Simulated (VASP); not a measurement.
# PbI2Cl2 (P-3m1) in VASP: notebook

PbI2Cl2 is run at these levels: PBE; tasks: single point, relaxation of cell and atoms.

All numbers are computed with VASP 6.6.1; they aren't measurements. Logs are shortened: lines on timing, memory, paths and dates and some standing lists are left out, and cuts for length are marked.

## 1. The cell of the first run

The structure is trigonal, space group P-3m1 (No. 164). The conventional cell has a = 5.238 Å, b = 5.238 Å, c = 7.167 Å, α = 90.00°, β = 90.00°, γ = 120.00°. Within 4.5 Å of Pb (site symmetry -3m) lie 6 I at 3.46 Å and 6 Cl at 4.30 Å. I (site symmetry 3m) has 1 Cl at 1.38 Å within 1.8 Å. Cl (site symmetry 3m) has 1 I at 1.38 Å within 1.8 Å.

The cell was generated, and may not be a known phase.

## 2. Single point, PBE

File INCAR:

```
SYSTEM = PbI2Cl2
PREC = Accurate ; ENCUT = 520
EDIFF = 1E-6 ; ISMEAR = 0
SIGMA = 0.1 ; LREAL = .False.
LASPH = .True. ; NELM = 60
ALGO = Normal ; ISIF = 2
LWAVE = .False. ; LCHARG = .False.
GGA = PE ; NBANDS = 29
```

File KPOINTS:

```
Automatic mesh
0
Gamma
  6 6 4
  0 0 0
```

File POSCAR:

```
PbI2Cl2
1.0
    5.2379605500      0.0000000000      0.0000000000
   -2.6189802700      4.5362069000      0.0000000000
    0.0000000000      0.0000000000      7.1673469100
Pb I Cl
1 2 2
Direct
    0.0000000000      0.0000000000      0.0000000000
    0.3333333300      0.6666666700      0.7663000200
    0.6666666700      0.3333333300      0.2336999800
    0.3333333300      0.6666666700      0.5744000100
    0.6666666700      0.3333333300      0.4255999900
```

Potentials or basis: VASP PAW PBE potentials, release 64 (Pb_d, I, Cl).

Command:

```
> cat potpaw_PBE.64/Pb_d/POTCAR potpaw_PBE.64/I/POTCAR potpaw_PBE.64/Cl/POTCAR > POTCAR
> mpirun -np 1 vasp_std > vasp.out
```

OUTCAR:

```text
SYSTEM = PbI2Cl2
   PREC = Accurate
   ENCUT = 520
   EDIFF = 1E-6
   ISMEAR = 0
   LREAL = .False.
   LASPH = .True.
   NELM = 60
   ISIF = 2
   GGA = PE

 ion  position               nearest neighbor table
   1  0.000  0.000  0.000-   2 3.46   3 3.46   2 3.46   3 3.46   3 3.46   2 3.46
   2  0.333  0.667  0.766-   4 1.38   1 3.46   1 3.46   1 3.46
   3  0.667  0.333  0.234-   5 1.38   1 3.46   1 3.46   1 3.46
   4  0.333  0.667  0.574-   2 1.38
   5  0.667  0.333  0.426-   3 1.38

 -----------------------------------------------------------------------------
|                                                                             |
|           W    W    AA    RRRRR   N    N  II  N    N   GGGG   !!!           |
|           W    W   A  A   R    R  NN   N  II  NN   N  G    G  !!!           |
|           W    W  A    A  R    R  N N  N  II  N N  N  G       !!!           |
|           W WW W  AAAAAA  RRRRR   N  N N  II  N  N N  G  GGG   !            |
|           WW  WW  A    A  R   R   N   NN  II  N   NN  G    G                |
|           W    W  A    A  R    R  N    N  II  N    N   GGGG   !!!           |
|                                                                             |
|     The distance between some ions is very small. Please check the          |
|     nearest-neighbor list in the OUTCAR file.                               |
|     I HOPE YOU KNOW WHAT YOU ARE DOING!                                     |
|                                                                             |
 -----------------------------------------------------------------------------

  LATTYP: Found a hexagonal cell.
 ALAT       =     5.2379605500
 C/A-ratio  =     1.3683468674

  Lattice vectors:

 A1 = (   5.2379605500,   0.0000000000,   0.0000000000)
 A2 = (  -2.6189802700,   4.5362069000,   0.0000000000)
 A3 = (   0.0000000000,   0.0000000000,   7.1673469100)

Analysis of symmetry for initial positions (statically):
=====================================================================
 Subroutine PRICEL returns:
 Original cell was already a primitive cell.

 Routine SETGRP: Setting up the symmetry group for a
 hexagonal supercell.

 Subroutine GETGRP returns: Found 12 space group operations
 (whereof 12 operations were pure point group operations)
 out of a pool of 24 trial point group operations.

The static configuration has the point symmetry D_3d.

Analysis of symmetry for dynamics (positions and initial velocities):
=====================================================================
 Subroutine PRICEL returns:
 Original cell was already a primitive cell.

 Routine SETGRP: Setting up the symmetry group for a
 hexagonal supercell.

 Subroutine GETGRP returns: Found 12 space group operations
 (whereof 12 operations were pure point group operations)
 out of a pool of 24 trial point group operations.

The dynamic configuration has the point symmetry D_3d.

 Subroutine INISYM returns: Found 12 space group operations
 (whereof 12 operations are pure point group operations),
 and found     1 'primitive' translations

----------------------------------------------------------------------------------------

                                     Primitive cell

  volume of cell :     170.2996

  direct lattice vectors                    reciprocal lattice vectors
     5.237960550  0.000000000  0.000000000     0.190914000  0.110224249  0.000000000
    -2.618980270  4.536206900  0.000000000     0.000000000  0.220448499  0.000000000
     0.000000000  0.000000000  7.167346910     0.000000000  0.000000000  0.139521641

  length of vectors
     5.237960550  5.237960547  7.167346910     0.220448498  0.220448499  0.139521641

  position of ions in fractional coordinates (direct lattice)
     0.000000000  0.000000000  0.000000000
     0.333333330  0.666666670  0.766300020
     0.666666670  0.333333330  0.233699980
     0.333333330  0.666666670  0.574400010
     0.666666670  0.333333330  0.425599990

  ion indices of the primitive-cell ions
   primitive index   ion index
                 1           1
                 2           2
                 3           3
                 4           4
                 5           5

----------------------------------------------------------------------------------------

 KPOINTS: Automatic mesh

Automatic generation of k-mesh.
 Grid dimensions read from file:
 generate k-points for:    6    6    4

 Generating k-lattice:

  Cartesian coordinates                     Fractional coordinates (reciprocal lattice)
     0.031819000  0.018370708  0.000000000     0.166666667  0.000000000  0.000000000
     0.000000000  0.036741416  0.000000000     0.000000000  0.166666667  0.000000000
     0.000000000  0.000000000  0.034880410     0.000000000  0.000000000  0.250000000

  Length of vectors
     0.036741416  0.036741416  0.034880410

  Shift w.r.t. Gamma in fractional coordinates (k-lattice)
     0.000000000  0.000000000  0.000000000

 Subroutine IBZKPT returns following result:
 ===========================================

 Found     24 irreducible k-points:

 Following reciprocal coordinates:
            Coordinates               Weight
  0.000000  0.000000  0.000000      1.000000
  0.166667  0.000000  0.000000      6.000000
  0.333333  0.000000  0.000000      6.000000
  0.500000  0.000000  0.000000      3.000000
  0.166667  0.166667  0.000000      6.000000
  0.333333  0.166667  0.000000     12.000000
[... 16 lines left out ...]
  0.333333  0.166667  0.500000     12.000000
  0.333333  0.333333  0.500000      2.000000
   k-points           NKPTS =     24   k-points in BZ     NKDIM =     24   number of bands    NBANDS=     29
   number of dos      NEDOS =    301   number of ions     NIONS =      5
   total plane-waves  NPLWV =  86400
   dimension x,y,z NGX =    40 NGY =   40 NGZ =   54
   dimension x,y,z NGXF=    80 NGYF=   80 NGZF=  108
   ions per type =               1   2   2
   NGX,Y,Z   is equivalent  to a cutoff of  12.70, 12.70, 12.53 a.u.
   NGXF,Y,Z  is equivalent  to a cutoff of  25.39, 25.39, 25.05 a.u.
 SYSTEM =  PbI2Cl2
   PREC   = accura    normal or accurate (medium, high low for compatibility)
   ISTART =      0    job   : 0-new  1-cont  2-samecut
   ICHARG =      2    charge: 1-file 2-atom 10-const
   ISPIN  =      1    spin polarized calculation?
   LNONCOLLINEAR =      F non collinear calculations
   LSORBIT =      F    spin-orbit coupling
   LASPH  =      T    aspherical Exc in radial PAW
   ENCUT  =  520.0 eV  38.22 Ry    6.18 a.u.   9.74  9.74 13.33*2*pi/ulx,y,z
   NELM   =     60;   NELMIN=  2; NELMDL= -5     # of ELM steps
   EDIFF  = 0.1E-05   stopping-criterion for ELM
   LREAL  =      F    real-space projection
   EDIFFG = 0.1E-04   stopping-criterion for IOM
   NSW    =      0    number of steps for IOM
   IBRION =     -1    ionic relax: 0-MD 1-quasi-New 2-CG
   NFREE  =      0    steps in history (QN), initial steepest desc. (CG)
   ISIF   =      2    stress and relaxation
   ISYM   =      2    0-nonsym 1-usesym 2-fastsym
   POTIM  = 0.5000    time-step for ionic-motion
   TEBEG  =    0.0;   TEEND  =   0.0 temperature during run
   PSTRESS=    0.0 pullay stress
   NELECT =      42.0000    total number of electrons
   NUPDOWN=      -1.0000    fix difference up-down
   EMIN   =  10.00;   EMAX   =-10.00  energy-range for DOS
   EFERMI =   0.00;   METHOD = LEGACY
   ISMEAR =     0;   SIGMA  =   0.10  broadening in eV -4-tet -1-fermi 0-gaus
   EFERMI_NEDOS =   21; number of points for ismear=-14 and -15
   IALGO  =     38    algorithm
   IMIX   =      4    mixing-type and parameters
     AMIX     =   0.40;   BMIX     =  1.00
     AMIX_MAG =   1.60;   BMIX_MAG =  1.00
  volume/ion in A,a.u.               =      34.06       229.85
  Fermi-wavevector in a.u.,A,eV,Ry     =   1.026645  1.940077 14.340527  1.053999
  Thomas-Fermi vector in A             =   2.160548
   LORBIT       =      0    0 simple, 1 ext, 2 COOP (PROOUT), +10 PAW based schemes
   GGA     = PE    functional components
   LHFCALC =     F    Hartree Fock is set to
   AEXX    =    0.0000 exact exchange contribution
   IVDW    =     0    specifies the selected vdW correction
   LEPSILON=     F    determine dielectric tensor
   LRPA    =     F    only Hartree local field effects (RPA)
 non-spin polarized calculation
 Gauss-broadening in eV      SIGMA  =   0.10
  energy-cutoff  :      520.00
  volume of cell :      170.30
 maximum number of plane-waves:      4623
 NGX is ok and might be reduce to    40
   NGX = 19   NGY = 19   NGZ = 27

 number of electron      41.9999997 magnetization

 Free energy of the ion-electron system (eV)
  ---------------------------------------------------
  ext. energy  EPLUGINS =         0.00000000
  ---------------------------------------------------
  free energy    TOTEN  =        71.34192806 eV

  energy without entropy =       71.35284607  energy(sigma->0) =       71.34738706

 E-fermi :   5.9928     XC(G=0):  -8.1367

 val. band max:        5.9593402946   @ k =   0.0000   0.1667   0.2500
 cond. band min:       6.0346544487   @ k =   0.0000   0.0000   0.2500
 fundamental gap:      0.0753141541
 Fermi energy:         5.9927724469

 k-point     1 :       0.0000    0.0000    0.0000
  band No.  band energies     occupation
      1     -20.1019      2.00000
      2     -19.9030      2.00000
      3     -11.8888      2.00000
      4     -11.8888      2.00000
      5     -11.6990      2.00000
      6     -11.6990      2.00000
[... 21 lines left out ...]
     28       9.0941      0.00000
     29       9.4113      0.00000

 k-point     2 :       0.1667    0.0000    0.0000
  band No.  band energies     occupation
      1     -20.0893      2.00000
      2     -19.9139      2.00000
      3     -11.8894      2.00000
      4     -11.8872      2.00000
      5     -11.7002      2.00000
      6     -11.6994      2.00000
[... 696 lines left out ...]
 k-point    24 :       0.3333    0.3333    0.5000
  band No.  band energies     occupation
      1     -19.9985      2.00000
      2     -19.9985      2.00000
      3     -11.8868      2.00000
      4     -11.8868      2.00000
      5     -11.7023      2.00000
      6     -11.7023      2.00000
[... 21 lines left out ...]
     28       8.9881      0.00000
     29       9.5545      0.00000

------------------------ aborting loop because EDIFF is reached ----------------------------------------

  FORCE on cell =-STRESS in cart. coord.  units (eV):
  Direction    XX          YY          ZZ          XY          YZ          ZX
  --------------------------------------------------------------------------------------
  -------------------------------------------------------------------------------------
  Total        1.6047906      1.6047906    489.9027685      0.0000000     -0.0000000      0.0000000
  in kB       15.0978619     15.0978619   4609.0028070      0.0000000     -0.0000000      0.0000000
  external PRESSURE =    1546.3995103 kB  Pullay stress =       0.0000000 kB

 VOLUME and BASIS-vectors are now :
 -----------------------------------------------------------------------------
  energy-cutoff  :      520.00
  volume of cell :      170.30
      direct lattice vectors                 reciprocal lattice vectors
     5.237960550  0.000000000  0.000000000     0.190914000  0.110224249  0.000000000
    -2.618980270  4.536206900  0.000000000     0.000000000  0.220448499  0.000000000
     0.000000000  0.000000000  7.167346910     0.000000000  0.000000000  0.139521641

 POSITION                                       TOTAL-FORCE (eV/Angst)
 -----------------------------------------------------------------------------------
      0.00000      0.00000      0.00000        -0.000000      0.000000      0.000000
     -0.00000      3.02414      5.49234         0.000000      0.000000    179.331324
      2.61898      1.51207      1.67501        -0.000000     -0.000000   -179.331324
     -0.00000      3.02414      4.11692         0.000000     -0.000000   -178.863250
      2.61898      1.51207      3.05042        -0.000000      0.000000    178.863250
 -----------------------------------------------------------------------------------
    total drift:                               -0.000000      0.000000      0.000000

  FREE ENERGIE OF THE ION-ELECTRON SYSTEM (eV)
  ---------------------------------------------------
  free  energy   TOTEN  =        71.3419280625 eV

  energy  without entropy=       71.3528460675  energy(sigma->0) =       71.34738706
```

Run time: 60 s. Hardware: 1 thread of Intel Xeon 6975P-C (Granite Rapids), shared host; peak memory 0.34 GiB.

Results:

| Property | Result |
| --- | --- |
| Free energy | 71.3419 eV |
| Pressure | 154.6 GPa |
| Largest force | 179.331 eV/Å |
| Band gap on the k mesh | zero (bands 21 and 22 overlap by 0.90 eV) |

Forces on the atoms (eV/Å):
```
Pb     0.000    0.000    0.000
I      0.000    0.000  179.331
I      0.000    0.000 -179.331
Cl     0.000    0.000 -178.863
Cl     0.000    0.000  178.863
```

Levels at points of the mesh, in eV from the Fermi level:
```csv
k point,band 19,band 20,band 21,band 22,band 23,band 24
"(0.00, 0.00, 0.00)",-2.88,-2.88,-1.07,-0.21,-0.21,0.17
"(0.50, 0.00, 0.00)",-2.73,-2.52,-0.13,0.77,0.88,1.22
"(0.00, 0.00, 0.50)",-2.81,-2.81,-1.34,0.40,0.40,1.49
"(0.50, 0.00, 0.50)",-2.83,-2.50,-0.92,0.30,0.93,1.26
```

Caveat: atoms lie so close that the PAW spheres overlap strongly, which falsifies energies and pressures; the stress differs along the axes, from 2 to 461 GPa; spin-orbit coupling is left out, which moves the levels of the heavy elements; forces of over 1 eV/Å act on the atoms, so gaps and moduli don't describe the material at rest.

[end of part 1 of 2]

The gap in the log of VASP goes by the Fermi energy; the results here count the filled bands.